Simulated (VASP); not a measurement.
The system is ScSiS3.

```
Sc Si S
1.0
     4.51760    0.00000    0.00000
     0.00000    4.51760    0.00000
     0.00000    0.00000    5.16761
Sc Si S
1 1 3
Cartesian
  0.0000 0.0000 2.5838
  2.2588 2.2588 2.5838
  2.2588 0.0000 2.5838
  0.0000 2.2588 2.5838
  0.0000 0.0000 0.0000
```

```yaml
Program: VASP 6.6.1
Task: relaxation of cell and atoms
Functional: PBE
Potentials_or_basis: VASP PAW PBE potentials, release 64 (Sc_sv, Si, S)
Cutoff: 600 eV
k_mesh: 4 × 4 × 4
Occupations: gaussian, width 0.1 eV
Spin: no spin polarisation
```

At the start: pressure 18.4 GPa; volume 21.09 Å³/atom.

Problem. How do energy, volume and symmetry change on relaxing?

Solution. Over 6 steps the energy falls by 392.7 meV/atom and the volume is 25.47 Å³/atom (+20.8 %); space group P4/mmm (No. 123, to 0.05 Å).

The path:
| step | energy change (eV) | largest force (eV/Å) | pressure (GPa) | volume (Å³) |
| --- | --- | --- | --- | --- |
| 1 | 0.0000 | 0.0000 | 18.36 | 105.46 |
| 2 | -1.5923 | 0.0000 | -5.32 | 145.14 |
| 3 | -1.9286 | 0.0000 | -0.73 | 130.08 |
| 4 | -1.9298 | 0.0000 | -1.06 | 130.95 |
| 5 | -1.9609 | 0.0000 | -0.35 | 128.29 |
| 6 | -1.9635 | 0.0000 | -0.07 | 127.37 |

Final structure:
```xyz
5
Lattice="5.0664 0.0000 0.0000 0.0000 5.0664 0.0000 0.0000 0.0000 4.9623" Properties=species:S:1:pos:R:3 pbc="T T T"
Sc    0.0000    0.0000    2.4811
Si    2.5332    2.5332    2.4811
S     2.5332    0.0000    2.4811
S     0.0000    2.5332    2.4811
S     0.0000    0.0000    0.0000
```

Caveat: the volume moved by over 15 % at a fixed basis, so the end points are rough.
